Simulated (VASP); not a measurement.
# Rh in VASP: further runs

Rh is run at these levels: PBE; tasks: single point.

Program: VASP 6.6.1. These are calculated values, not measurements. Logs are shortened: lines on timing, memory, paths and dates and some standing lists are left out, and cuts for length are marked.

## (1) The cell of the first run

The cell holds a slab with vacuum, 3 atoms: a = 2.708 Å, b = 2.708 Å, c = 18.423 Å, α = 90.00°, β = 90.00°, γ = 120.00°.

## (2) Single point, PBE

Input file INCAR:

```
SYSTEM = Rh
  PREC = Accurate
  ENCUT = 520
  EDIFF = 1E-7
  ISMEAR = 0
  SIGMA = 0.1
  LREAL = .False.
  LASPH = .True.
  NELM = 60
  ALGO = Normal
  ISIF = 2
  LWAVE = .False.
  LCHARG = .False.
  LDIPOL = .True.
  IDIPOL = 3
  DIPOL = 0.5 0.5 0.497
  GGA = PE
  NBANDS = 30
```

Input file KPOINTS:

```
Automatic mesh
0
Gamma
  12 12 1
  0 0 0
```

Input file POSCAR:

```
Rh
1.0
    2.7082931626      0.0000000000      0.0000000000
   -1.3541465813      2.3454506797      0.0000000000
    0.0000000000      0.0000000000     18.4226242147
Rh
3
Direct
    0.6666666667      0.3333333333      0.3799675833
    0.3333333333      0.6666666667      0.4966117087
    0.0000000000      0.0000000000      0.6131923331
```

Potentials or basis: VASP PAW PBE potentials, release 64 (Rh_pv).

Launch:

```bash
$ cat potpaw_PBE.64/Rh_pv/POTCAR > POTCAR
$ mpirun -np 1 vasp_std > vasp.out
```

OUTCAR:

```text
SYSTEM = Rh
   PREC = Accurate
   ENCUT = 520
   EDIFF = 1E-7
   ISMEAR = 0
   LREAL = .False.
   LASPH = .True.
   NELM = 60
   ISIF = 2
   GGA = PE

 ion  position               nearest neighbor table
   1  0.667  0.333  0.380-   2 2.66   2 2.66   2 2.66
   2  0.333  0.667  0.497-   3 2.66   3 2.66   3 2.66   1 2.66   1 2.66   1 2.66
   3  0.000  0.000  0.613-   2 2.66   2 2.66   2 2.66

  LATTYP: Found a hexagonal cell.
 ALAT       =     2.7082931626
 C/A-ratio  =     6.8023006036

  Lattice vectors:

 A1 = (   2.7082931626,   0.0000000000,   0.0000000000)
 A2 = (  -1.3541465813,   2.3454506797,   0.0000000000)
 A3 = (   0.0000000000,   0.0000000000,  18.4226242147)

Analysis of symmetry for initial positions (statically):
=====================================================================
 Subroutine PRICEL returns:
 Original cell was already a primitive cell.

 Routine SETGRP: Setting up the symmetry group for a
 hexagonal supercell.

 Subroutine GETGRP returns: Found  6 space group operations
 (whereof  6 operations were pure point group operations)
 out of a pool of 24 trial point group operations.

The static configuration has the point symmetry C_3v.

Analysis of symmetry for dynamics (positions and initial velocities):
=====================================================================
 Subroutine PRICEL returns:
 Original cell was already a primitive cell.

 Routine SETGRP: Setting up the symmetry group for a
 hexagonal supercell.

 Subroutine GETGRP returns: Found  6 space group operations
 (whereof  6 operations were pure point group operations)
 out of a pool of 24 trial point group operations.

The dynamic configuration has the point symmetry C_3v.

 Subroutine INISYM returns: Found  6 space group operations
 (whereof  6 operations are pure point group operations),
 and found     1 'primitive' translations

----------------------------------------------------------------------------------------

                                     Primitive cell

  volume of cell :     117.0236

  direct lattice vectors                    reciprocal lattice vectors
     2.708293163  0.000000000  0.000000000     0.369236246  0.213178646  0.000000000
    -1.354146581  2.345450680  0.000000000     0.000000000  0.426357292  0.000000000
     0.000000000  0.000000000 18.422624215     0.000000000  0.000000000  0.054281083

  length of vectors
     2.708293163  2.708293163 18.422624215     0.426357292  0.426357292  0.054281083

[... 81 lines left out ...]
   NFREE  =      0    steps in history (QN), initial steepest desc. (CG)
   ISIF   =      2    stress and relaxation
   ISYM   =      2    0-nonsym 1-usesym 2-fastsym
   POTIM  = 0.5000    time-step for ionic-motion
   TEBEG  =    0.0;   TEEND  =   0.0 temperature during run
   PSTRESS=    0.0 pullay stress
   NELECT =      45.0000    total number of electrons
   NUPDOWN=      -1.0000    fix difference up-down
   EMIN   =  10.00;   EMAX   =-10.00  energy-range for DOS
   EFERMI =   0.00;   METHOD = LEGACY
   ISMEAR =     0;   SIGMA  =   0.10  broadening in eV -4-tet -1-fermi 0-gaus
   EFERMI_NEDOS =   21; number of points for ismear=-14 and -15
   IALGO  =     38    algorithm
   IMIX   =      4    mixing-type and parameters
     AMIX     =   0.40;   BMIX     =  1.00
     AMIX_MAG =   1.60;   BMIX_MAG =  1.00
  volume/ion in A,a.u.               =      39.01       263.24
  Fermi-wavevector in a.u.,A,eV,Ry     =   1.190477  2.249676 19.282674  1.417237
  Thomas-Fermi vector in A             =   2.326561
   LORBIT       =      0    0 simple, 1 ext, 2 COOP (PROOUT), +10 PAW based schemes
   GGA     = PE    functional components
   LHFCALC =     F    Hartree Fock is set to
   AEXX    =    0.0000 exact exchange contribution
   IVDW    =     0    specifies the selected vdW correction
   LEPSILON=     F    determine dielectric tensor
   LRPA    =     F    only Hartree local field effects (RPA)
 non-spin polarized calculation
 Gauss-broadening in eV      SIGMA  =   0.10
  energy-cutoff  :      520.00
  volume of cell :      117.02
 maximum number of plane-waves:      3201
   NGX = 11   NGY = 11   NGZ = 69

 dipolmoment           0.000000      0.000000     -0.000001 electrons x Angstroem

 number of electron      44.9999999 magnetization

 dipolmoment           0.000000      0.000000      0.000000 electrons x Angstroem

 Free energy of the ion-electron system (eV)
  ---------------------------------------------------
  ext. energy  EPLUGINS =         0.00000000
  ---------------------------------------------------
  free energy    TOTEN  =       -20.18728016 eV

  energy without entropy =      -20.16101235  energy(sigma->0) =      -20.17414625

 E-fermi :   0.9271     XC(G=0):  -5.9765

 val. band max:        0.9228000386   @ k =   0.3333   0.3333   0.0000
 cond. band min:       0.9448975465   @ k =   0.1667   0.0833   0.0000
 fundamental gap:      0.0220975078
 Fermi energy:         0.9270562049

 k-point     1 :       0.0000    0.0000    0.0000
  band No.  band energies     occupation
      1     -46.0769      2.00000
      2     -45.6256      2.00000
      3     -45.6256      2.00000
      4     -45.3387      2.00000
      5     -45.2252      2.00000
      6     -45.1476      2.00000
[... 616 lines left out ...]
     29       9.8967      0.00000
     30       9.8970      0.00000

------------------------ aborting loop because EDIFF is reached ----------------------------------------

 vacuum level on the upper side and lower side of the slab       (xc-potential included)        -0.117        -0.119

  FORCE on cell =-STRESS in cart. coord.  units (eV):
  Direction    XX          YY          ZZ          XY          YZ          ZX
  --------------------------------------------------------------------------------------
  -------------------------------------------------------------------------------------
  Total       -1.7364518     -1.7364518      0.0403465      0.0000000     -0.0000000      0.0000000
  in kB      -23.7738671    -23.7738671      0.5523868      0.0000000     -0.0000000      0.0000000
  external PRESSURE =     -15.6651158 kB  Pullay stress =       0.0000000 kB

 VOLUME and BASIS-vectors are now :
 -----------------------------------------------------------------------------
  energy-cutoff  :      520.00
  volume of cell :      117.02
      direct lattice vectors                 reciprocal lattice vectors
     2.708293163  0.000000000  0.000000000     0.369236246  0.213178646  0.000000000
    -1.354146581  2.345450680  0.000000000     0.000000000  0.426357292  0.000000000
     0.000000000  0.000000000 18.422624215     0.000000000  0.000000000  0.054281083

 POSITION                                       TOTAL-FORCE (eV/Angst)
 -----------------------------------------------------------------------------------
      1.35415      0.78182      7.00000         0.000000     -0.000000     -0.009810
     -0.00000      1.56363      9.14889        -0.000000      0.000000     -0.008692
      0.00000      0.00000     11.29661         0.000000      0.000000      0.018502
 -----------------------------------------------------------------------------------
    total drift:                               -0.000000      0.000000      0.000510

  FREE ENERGIE OF THE ION-ELECTRON SYSTEM (eV)
  ---------------------------------------------------
  free  energy   TOTEN  =       -20.1872801580 eV

  energy  without entropy=      -20.1610123458  energy(sigma->0) =      -20.17414625

 vacuum level on the upper side and lower side of the slab         5.911         5.910
```

OSZICAR:

```text
N       E                     dE             d eps       ncg     rms          rms(c)
DAV:   1     0.435888752358E+03    0.43589E+03   -0.28591E+04  1468   0.141E+03
DAV:   2    -0.119426667906E+02   -0.44783E+03   -0.43399E+03  1242   0.426E+02
DAV:   3    -0.214224736800E+02   -0.94798E+01   -0.93122E+01  1332   0.712E+01
[... 17 lines left out ...]
DAV:  21    -0.201872693486E+02   -0.19445E-04   -0.15900E-06   924   0.669E-03    0.112E-03
DAV:  22    -0.201872788278E+02   -0.94792E-05   -0.59907E-07   880   0.200E-03    0.542E-04
DAV:  23    -0.201872797705E+02   -0.94271E-06   -0.26937E-08   786   0.579E-04    0.433E-04
DAV:  24    -0.201872800795E+02   -0.30894E-06   -0.13909E-08   744   0.558E-04    0.105E-04
DAV:  25    -0.201872801580E+02   -0.78542E-07   -0.32834E-09   726   0.207E-04
   1 F= -.20187280E+02 E0= -.20174146E+02  d E =-.262678E-01
```

stdout:

```text
POSCAR found type information on POSCAR Rh
 POSCAR found :  1 types and       3 ions
 scaLAPACK will be used
 LDA part: xc-table for (Slater+PW92), standard interpolation
 POSCAR, INCAR and KPOINTS ok, starting setup
 FFT: planning ... GRIDC
 FFT: planning ... GRID_SOFT
 FFT: planning ... GRID
 WAVECAR not read
 entering main loop
```

Wall time 2.4 min (1 thread of Intel Xeon 6975P-C, shared host); peak memory 0.24 GiB.

Results:

```yaml
Free_energy: -20.1873 eV
Largest_force: 0.019 eV/Å
```

Forces in eV/Å, atoms in the order of the input:
```
Rh   0.000  0.000 -0.010
Rh   0.000  0.000 -0.009
Rh   0.000  0.000  0.019
```

## (3) Single point, PBE

This run uses another cell than the first one: it holds 12 atoms, not 3.

Input file INCAR:

```
SYSTEM = Rh
ALGO = Normal ; DIPOL = 0.5 0.5 0.311
EDIFF = 1E-6 ; ENCUT = 520
GGA = PE ; IDIPOL = 3
ISIF = 2 ; ISMEAR = 0
LASPH = .True. ; LCHARG = .True.
LDIPOL = .True. ; LELF = .True.
LREAL = .False. ; LVACPOTAV = .True.
LVHAR = .True. ; LWAVE = .False.
NBANDS = 102 ; NELM = 100
PREC = Accurate ; SIGMA = 0.1
```

Input file KPOINTS:

```
k-points
0
Gamma
  6 6 1
  0 0 0
```

Input file POSCAR:

```
Rh
1.0
    5.4165863251      0.0000000000      0.0000000000
   -2.7082931626      4.6909013593      0.0000000000
    0.0000000000      0.0000000000     19.7966119230
Rh
12
Direct
    0.3333333333      0.1666666667      0.2020547766
    0.3333333333      0.6666666667      0.2020547766
    0.8333333333      0.1666666667      0.2020547766
    0.8333333333      0.6666666667      0.2020547766
    0.1666666667      0.3333333333      0.3106031937
    0.1666666667      0.8333333333      0.3106031937
    0.6666666667      0.3333333333      0.3106031937
    0.6666666667      0.8333333333      0.3106031937
    0.0000000000      0.0000000000      0.4190925172
    0.0000000000      0.5000000000      0.4190925172
    0.5000000000      0.0000000000      0.4190925172
    0.5000000000      0.5000000000      0.4190925172
```

Potentials or basis: VASP PAW PBE potentials, release 64 (Rh_pv).

Launch:

```bash
$ cat potpaw_PBE.64/Rh_pv/POTCAR > POTCAR
$ mpirun -np 1 vasp_std > vasp.out
```

Run time: 22 min. Hardware: 1 thread of Intel Xeon 6975P-C, shared host; peak memory 0.64 GiB.

Results (log left out):

```yaml
Free_energy: -80.7507 eV
Largest_force: 0.019 eV/Å
Band_gap_on_the_k_mesh: zero (band 90 reaches 0.93 eV, above the bottom of band 91 at 0.18 eV)
```

Forces in eV/Å, atoms in the order of the input:
```
Rh   0.000  0.000 -0.011
Rh   0.000  0.000 -0.011
Rh   0.000  0.000 -0.011
Rh   0.000  0.000 -0.011
Rh   0.000  0.000 -0.008
Rh   0.000  0.000 -0.008
Rh   0.000  0.000 -0.008
Rh   0.000  0.000 -0.008
Rh   0.000  0.000  0.019
Rh   0.000  0.000  0.019
Rh   0.000  0.000  0.019
Rh   0.000  0.000  0.019
```

Levels at points of the mesh, in eV from the Fermi level:
| k point | band 88 | band 89 | band 90 | band 91 | band 92 | band 93 | band 94 | band 95 |
| --- | --- | --- | --- | --- | --- | --- | --- | --- |
| (0.00, 0.00, 0.00) | 0.27 | 0.42 | 0.42 | 0.53 | 0.53 | 0.53 | 0.96 | 0.96 |
| (0.50, 0.00, 0.00) | -0.77 | -0.38 | -0.38 | -0.33 | -0.33 | -0.02 | -0.02 | 0.30 |
